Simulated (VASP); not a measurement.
# Te: single point with PBE

The system is Te.

```xyz
3
Lattice="4.5476 0.0000 0.0000 -2.2738 3.9383 0.0000 0.0000 0.0000 5.8872" Properties=species:S:1:pos:R:3 pbc="T T T"
Te    1.2186    0.0000    4.9060
Te   -0.6093    1.0553    0.9812
Te    1.6645    2.8830    2.9436
```

* Program: VASP 6.6.1
* Task: single point
* Functional: PBE
* Potentials or basis: VASP PAW PBE potentials, release 64 (Te)
* Cutoff: 520 eV
* k mesh: 6 × 6 × 4
* Occupations: gaussian, width 0.05 eV
* Spin: no spin polarisation
* Dipole correction: no
* Further INCAR settings: ALGO = Normal; EDIFF = 1e-07; NBANDS = 16

```
Pressure               : 0.2 GPa
Largest force          : 0.011 eV/Å
Band gap on the k mesh : 0.30 eV, direct
```

Forces on the atoms (eV/Å):
```
Te   0.011  0.000  0.000
Te  -0.006  0.010  0.000
Te  -0.006 -0.010  0.000
```

Stress tensor (GPa, compression positive):
```
0.10 0.00 0.00
0.00 0.10 0.00
0.00 0.00 0.52
```

Levels at points of the mesh, in eV from the valence-band top:
| k point | band 7 | band 8 | band 9 | band 10 | band 11 | band 12 |
| --- | --- | --- | --- | --- | --- | --- |
| (0.00, 0.00, 0.00) | -1.66 | -1.66 | -0.83 | 1.02 | 1.02 | 1.49 |
| (0.50, 0.00, 0.00) | -3.29 | -1.00 | -0.80 | 0.89 | 0.93 | 3.09 |
| (0.00, 0.00, 0.50) | -1.29 | -1.08 | -1.08 | 0.42 | 0.42 | 0.50 |
| (0.50, 0.00, 0.50) | -2.35 | -1.99 | -0.10 | 0.89 | 1.98 | 2.47 |

Run time: 40 s on 1 thread of Intel(R) Xeon(R) Platinum 8259CL CPU @ 2.50GHz (Skylake/Cascade Lake), on a shared host, peak memory 0.24 GiB.

Caveat: spin-orbit coupling is left out, which moves the levels of the heavy elements. A k mesh can miss the band edges.
